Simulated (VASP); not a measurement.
Ca: single point with revPBE

The system is Ca.

```xyz
2
Lattice="4.0133 0.0000 0.0000 -2.0067 3.4756 0.0000 0.0000 0.0000 6.5901" Properties=species:S:1:pos:R:3 pbc="T T T"
Ca    0.0000    2.3171    1.6475
Ca    2.0067    1.1585    4.9425
```

This isn't the form of Ca at room conditions, which is fcc.

| Quantity | Value |
| --- | --- |
| Program | VASP 6.6.1 |
| Task | single point |
| Functional | revPBE |
| Potentials or basis | VASP PAW PBE potentials, release 64 (Ca_sv) |
| Cutoff | 520 eV |
| k mesh | 10 × 10 × 6 |
| Occupations | fermi-dirac, width 0.1 eV |
| Spin | no spin polarisation |

```
Pressure               : -0.6 GPa
Band gap on the k mesh : zero (bands 10 and 11 overlap by 0.48 eV)
```

Levels at points of the mesh, in eV from the Fermi level:
| k point | band 6 | band 7 | band 8 | band 9 | band 10 | band 11 | band 12 | band 13 | band 14 | band 15 |
| --- | --- | --- | --- | --- | --- | --- | --- | --- | --- | --- |
| (0.00, 0.00, 0.00) | -23.21 | -23.21 | -23.20 | -3.90 | -0.99 | -0.29 | 2.20 | 2.22 | 2.22 | 2.50 |
| (0.50, 0.00, 0.00) | -23.25 | -23.23 | -23.22 | -1.08 | -0.71 | 0.28 | 0.43 | 1.31 | 1.82 | 2.15 |
| (0.00, 0.00, 0.50) | -23.22 | -23.22 | -23.22 | -2.96 | -2.96 | 1.36 | 1.36 | 2.21 | 2.21 | 2.21 |
| (0.50, 0.00, 0.50) | -23.24 | -23.23 | -23.23 | -0.62 | -0.62 | 0.03 | 0.03 | 1.44 | 1.44 | 2.75 |

It took 55 s on 1 thread of Intel(R) Xeon(R) Platinum 8375C CPU @ 2.90GHz (Ice Lake), with other jobs on the host, peak memory 0.24 GiB.

Caveat: the PAW data sets were made with another functional, which shifts forces and pressure a little.
